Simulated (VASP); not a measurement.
# Al3H in VASP: relaxation of the atoms with PBE

Aim: the relaxation of the atoms of Al3H with PBE.

Program: VASP 6.6.1. These are calculated values, not measurements. Logs are shortened: lines on timing, memory, paths and dates and some standing lists are left out, and cuts for length are marked.

## 1. The cell of the first run

The cell holds a slab with vacuum, 4 atoms: a = 2.857 Å, b = 2.857 Å, c = 19.675 Å, α = 90.00°, β = 90.00°, γ = 90.00°.

## 2. Relaxation of the atoms, PBE

File INCAR:

```
PREC     = Accurate       # precision mode
ENCUT    = 520            # plane-wave cutoff, eV
EDIFF    = 1E-7           # SCF threshold, eV
ISMEAR   = 0              # smearing method
SIGMA    = 0.1            # smearing width, eV
LREAL    = F              # projectors in reciprocal space
LASPH    = T              # aspherical terms in the spheres
NELM     = 100            # most SCF steps
ALGO     = Normal         # electronic algorithm
ISIF     = 2              # what is computed and relaxed
LWAVE    = F              # write WAVECAR
LCHARG   = F              # write CHGCAR
LDIPOL   = T            
IDIPOL   = 3            
DIPOL    = 0.5 0.5 0.351
GGA      = PE             # functional
IBRION   = 2              # ionic algorithm
NSW      = 36             # ionic steps
EDIFFG   = -0.025         # ionic threshold
```

File KPOINTS:

```
regular mesh
0
Gamma
  9 9 1
```

File POSCAR:

```
Al3H
1.0
    2.8567582918      0.0000000000      0.0000000000
    0.0000000000      2.8567582918      0.0000000000
    0.0000000000      0.0000000000     19.6746954375
Al H
3 1
Selective dynamics
Direct
    0.5000000000      0.5000000000      0.2033068320  F F F
    0.0000000000      0.0000000000      0.3092728611  F F F
    0.5000000000      0.5000000000      0.4154928580  F F F
    0.6666666667      0.8333333333      0.4775194552  F F T
```

Potentials or basis: VASP PAW PBE potentials, release 64 (Al, H).

Launch:

```sh
> cat potpaw_PBE.64/Al/POTCAR potpaw_PBE.64/H/POTCAR > POTCAR
> mpirun -np 1 vasp_std > vasp.out
```

OUTCAR:

```text
PREC = Accurate
   ENCUT = 520
   EDIFF = 1E-7
   ISMEAR = 0
   LREAL = F
   LASPH = T
   NELM = 100
   ISIF = 2
   GGA = PE
   IBRION = 2
   NSW = 36
   EDIFFG = -0.025

 ion  position               nearest neighbor table
   1  0.500  0.500  0.203-   2 2.90   2 2.90   2 2.90   2 2.90
   2  0.000  0.000  0.309-   1 2.90   1 2.90   1 2.90   1 2.90   3 2.91   3 2.91   3 2.91   3 2.91

   3  0.500  0.500  0.415-   4 1.62   2 2.91   2 2.91   2 2.91   2 2.91
   4  0.667  0.833  0.478-   3 1.62

  LATTYP: Found a simple tetragonal cell.
 ALAT       =     2.8567582918
 C/A-ratio  =     6.8870703881

  Lattice vectors:

 A1 = (   2.8567582918,   0.0000000000,   0.0000000000)
 A2 = (   0.0000000000,   2.8567582918,   0.0000000000)
 A3 = (   0.0000000000,   0.0000000000,  19.6746954375)

Analysis of symmetry for initial positions (statically):
=====================================================================
 Subroutine PRICEL returns:
 Original cell was already a primitive cell.

 Routine SETGRP: Setting up the symmetry group for a
 simple tetragonal supercell.

 Subroutine GETGRP returns: Found  1 space group operations
 (whereof  1 operations were pure point group operations)
 out of a pool of 16 trial point group operations.

The static configuration has the point symmetry C_1 .

Analysis of symmetry for dynamics (positions and initial velocities):
=====================================================================
 Subroutine PRICEL returns:
 Original cell was already a primitive cell.

 Routine SETGRP: Setting up the symmetry group for a
 simple tetragonal supercell.

 Subroutine GETGRP returns: Found  1 space group operations
 (whereof  1 operations were pure point group operations)
 out of a pool of 16 trial point group operations.

The dynamic configuration has the point symmetry C_1 .

Analysis of constrained symmetry for selective dynamics:
=====================================================================
 Subroutine PRICEL returns:
 Original cell was already a primitive cell.

 Routine SETGRP: Setting up the symmetry group for a
 simple tetragonal supercell.

 Subroutine GETGRP returns: Found  1 space group operations
 (whereof  1 operations were pure point group operations)
 out of a pool of 16 trial point group operations.

The constrained configuration has the point symmetry C_1 .

 Subroutine INISYM returns: Found  1 space group operations
 (whereof  1 operations are pure point group operations),
 and found     1 'primitive' translations

----------------------------------------------------------------------------------------

                                     Primitive cell

  volume of cell :     160.5665

  direct lattice vectors                    reciprocal lattice vectors
     2.856758292  0.000000000  0.000000000     0.350047116  0.000000000  0.000000000
     0.000000000  2.856758292  0.000000000     0.000000000  0.350047116  0.000000000
     0.000000000  0.000000000 19.674695437     0.000000000  0.000000000  0.050826708

  length of vectors
     2.856758292  2.856758292 19.674695437     0.350047116  0.350047116  0.050826708

  position of ions in fractional coordinates (direct lattice)
     0.500000000  0.500000000  0.203306832
     0.000000000  0.000000000  0.309272861
     0.500000000  0.500000000  0.415492858
     0.666666667  0.833333333  0.477519455

  ion indices of the primitive-cell ions
   primitive index   ion index
                 1           1
                 2           2
                 3           3
                 4           4

----------------------------------------------------------------------------------------

 KPOINTS: regular mesh

Automatic generation of k-mesh.
 Grid dimensions read from file:
 generate k-points for:    9    9    1

 Generating k-lattice:

  Cartesian coordinates                     Fractional coordinates (reciprocal lattice)
     0.038894124  0.000000000  0.000000000     0.111111111  0.000000000  0.000000000
     0.000000000  0.038894124  0.000000000     0.000000000  0.111111111  0.000000000
     0.000000000  0.000000000  0.050826708     0.000000000  0.000000000  1.000000000

  Length of vectors
     0.038894124  0.038894124  0.050826708

  Shift w.r.t. Gamma in fractional coordinates (k-lattice)
     0.000000000  0.000000000  0.000000000

 Subroutine IBZKPT returns following result:
 ===========================================

 Found     41 irreducible k-points:

 Following reciprocal coordinates:
            Coordinates               Weight
  0.000000  0.000000  0.000000      1.000000
  0.111111  0.000000  0.000000      2.000000
  0.000000  0.111111  0.000000      2.000000
  0.222222  0.000000  0.000000      2.000000
  0.000000  0.222222  0.000000      2.000000
  0.333333  0.000000  0.000000      2.000000
[... 16 lines left out ...]
  0.111111  0.444444  0.000000      2.000000
  0.222222  0.222222  0.000000      2.000000
 [... further k-points ...]
   k-points           NKPTS =     41   k-points in BZ     NKDIM =     41   number of bands    NBANDS=      9
   number of dos      NEDOS =    301   number of ions     NIONS =      4
   total plane-waves  NPLWV =  86400
   dimension x,y,z NGX =    24 NGY =   24 NGZ =  150
   dimension x,y,z NGXF=    48 NGYF=   48 NGZF=  300
   ions per type =               3   1
   NGX,Y,Z   is equivalent  to a cutoff of  13.97, 13.97, 12.67 a.u.
   NGXF,Y,Z  is equivalent  to a cutoff of  27.93, 27.93, 25.35 a.u.
 SYSTEM =  unknown system
   PREC   = accura    normal or accurate (medium, high low for compatibility)
   ISTART =      0    job   : 0-new  1-cont  2-samecut
   ICHARG =      2    charge: 1-file 2-atom 10-const
   ISPIN  =      1    spin polarized calculation?
   LNONCOLLINEAR =      F non collinear calculations
   LSORBIT =      F    spin-orbit coupling
   LASPH  =      T    aspherical Exc in radial PAW
   ENCUT  =  520.0 eV  38.22 Ry    6.18 a.u.   5.31  5.31 36.58*2*pi/ulx,y,z
   NELM   =    100;   NELMIN=  2; NELMDL= -5     # of ELM steps
   EDIFF  = 0.1E-06   stopping-criterion for ELM
   LREAL  =      F    real-space projection
   EDIFFG = -.3E-01   stopping-criterion for IOM
   NSW    =     36    number of steps for IOM
   IBRION =      2    ionic relax: 0-MD 1-quasi-New 2-CG
   NFREE  =      1    steps in history (QN), initial steepest desc. (CG)
   ISIF   =      2    stress and relaxation
   ISYM   =      2    0-nonsym 1-usesym 2-fastsym
   POTIM  = 0.5000    time-step for ionic-motion
   TEBEG  =    0.0;   TEEND  =   0.0 temperature during run
   PSTRESS=    0.0 pullay stress
   NELECT =      10.0000    total number of electrons
   NUPDOWN=      -1.0000    fix difference up-down
   EMIN   =  10.00;   EMAX   =-10.00  energy-range for DOS
   EFERMI =   0.00;   METHOD = LEGACY
   ISMEAR =     0;   SIGMA  =   0.10  broadening in eV -4-tet -1-fermi 0-gaus
   EFERMI_NEDOS =   21; number of points for ismear=-14 and -15
   IALGO  =     38    algorithm
   IMIX   =      4    mixing-type and parameters
     AMIX     =   0.40;   BMIX     =  1.00
     AMIX_MAG =   1.60;   BMIX_MAG =  1.00
  volume/ion in A,a.u.               =      40.14       270.89
  Fermi-wavevector in a.u.,A,eV,Ry     =   0.648918  1.226277  5.729340  0.421095
  Thomas-Fermi vector in A             =   1.717706
   LORBIT       =      0    0 simple, 1 ext, 2 COOP (PROOUT), +10 PAW based schemes
   GGA     = PE    functional components
   LHFCALC =     F    Hartree Fock is set to
   AEXX    =    0.0000 exact exchange contribution
   IVDW    =     0    specifies the selected vdW correction
   LEPSILON=     F    determine dielectric tensor
   LRPA    =     F    only Hartree local field effects (RPA)
 conjugate gradient relaxation of ions
 non-spin polarized calculation
 Gauss-broadening in eV      SIGMA  =   0.10
  energy-cutoff  :      520.00
  volume of cell :      160.57
 maximum number of plane-waves:      4361
 NGX is ok and might be reduce to    24
   NGX = 11   NGY = 11   NGZ = 73

--------------------------------------- Ionic step        1  -------------------------------------------

 number of electron      10.0000000 magnetization

 dipolmoment           0.000000      0.000000     -0.026431 electrons x Angstroem

 number of electron       9.9999999 magnetization

 Free energy of the ion-electron system (eV)
  ---------------------------------------------------
  ext. energy  EPLUGINS =         0.00000000
  ---------------------------------------------------
  free energy    TOTEN  =       -13.40959452 eV

  energy without entropy =      -13.40474257  energy(sigma->0) =      -13.40716854

------------------------ aborting loop because EDIFF is reached ----------------------------------------

  FORCE on cell =-STRESS in cart. coord.  units (eV):
  Direction    XX          YY          ZZ          XY          YZ          ZX
  --------------------------------------------------------------------------------------
  -------------------------------------------------------------------------------------
  Total       -1.5046984     -1.6619881      0.2066427      0.1795878      0.6358726      0.1138183
  in kB      -15.0142982    -16.5837779      2.0619380      1.7919765      6.3449129      1.1357106
  external PRESSURE =      -9.8453794 kB  Pullay stress =       0.0000000 kB
[... 63 lines left out ...]
--------------------------------------- Ionic step        3  -------------------------------------------

 number of electron      10.0000000 magnetization

 dipolmoment           0.000000      0.000000      0.019224 electrons x Angstroem

 Free energy of the ion-electron system (eV)
  ---------------------------------------------------
  ext. energy  EPLUGINS =         0.00000000
  ---------------------------------------------------
  free energy    TOTEN  =       -13.41286698 eV

  energy without entropy =      -13.40803237  energy(sigma->0) =      -13.41044968

 E-fermi :  -0.3734     XC(G=0):  -4.3009

 val. band max:       -0.4730796593   @ k =   0.3333   0.1111   0.0000
 cond. band min:      -0.3407498646   @ k =   0.4444   0.4444   0.0000
 fundamental gap:      0.1323297946
 Fermi energy:        -0.3734072773

 k-point     1 :       0.0000    0.0000    0.0000
  band No.  band energies     occupation
      1     -10.8089      2.00000
      2      -9.0544      2.00000
      3      -6.5066      2.00000
      4      -3.4308      2.00000
      5       0.5057      0.00000
      6       3.1804      0.00000
      7       3.8535      0.00000
      8       4.9148      0.00000
      9       5.4040      0.00000
[... 265 lines left out ...]
 k-point    24 :       0.2222    0.2222    0.0000
  band No.  band energies     occupation
      1      -9.0508      2.00000
      2      -7.3744      2.00000
      3      -4.9512      2.00000
      4      -1.9203      2.00000
      5       0.0097      0.00000
      6       1.2007      0.00000
      7       1.7853      0.00000
      8       2.2648      0.00000
      9       3.4078      0.00000

 [... further k-points ...]

------------------------ aborting loop because EDIFF is reached ----------------------------------------

 vacuum level on the upper side and lower side of the slab       (xc-potential included)         0.189        -0.230

  FORCE on cell =-STRESS in cart. coord.  units (eV):
  Direction    XX          YY          ZZ          XY          YZ          ZX
  --------------------------------------------------------------------------------------
  -------------------------------------------------------------------------------------
  Total       -1.5203879     -1.7722039     -0.0767638      0.1192028      0.4923802      0.0356150
  in kB      -15.1708519    -17.6835419     -0.7659710      1.1894383      4.9131059      0.3553761
  external PRESSURE =     -11.2067882 kB  Pullay stress =       0.0000000 kB
[... 19 lines left out ...]
  FREE ENERGIE OF THE ION-ELECTRON SYSTEM (eV)
  ---------------------------------------------------
  free  energy   TOTEN  =       -13.4128669835 eV

  energy  without entropy=      -13.4080323694  energy(sigma->0) =      -13.41044968

 reached required accuracy - stopping structural energy minimisation

 vacuum level on the upper side and lower side of the slab         4.200         3.770
```

It took 5.6 min on 1 thread of Intel Xeon 8259CL, shared host; peak memory 0.31 GiB.

What came out:

| Quantity | Value |
| --- | --- |
| Free energy | -13.4129 eV |
| Energy gained by relaxing | 0.8 meV/atom |
| Ionic steps | 3 |
| Band gap on the k mesh | zero (bands 5 and 6 overlap by 1.91 eV) |

Step by step:
```csv
step,energy change (eV),largest force on free atoms (eV/Å),pressure (GPa)
1,0.0000,0.2145,-0.98
2,-0.0018,0.1411,-1.03
3,-0.0033,0.0042,-1.12
```

Final structure:
```
CELL_PARAMETERS angstrom
2.85676 0.00000 0.00000
0.00000 2.85676 0.00000
0.00000 0.00000 19.67470
ATOMIC_POSITIONS crystal
Al 0.50000 0.50000 0.20331
Al 0.00000 0.00000 0.30927
Al 0.50000 0.50000 0.41549
H 0.66667 0.83333 0.47906
```

The gap in the log of VASP goes by the Fermi energy; the results here count the filled bands.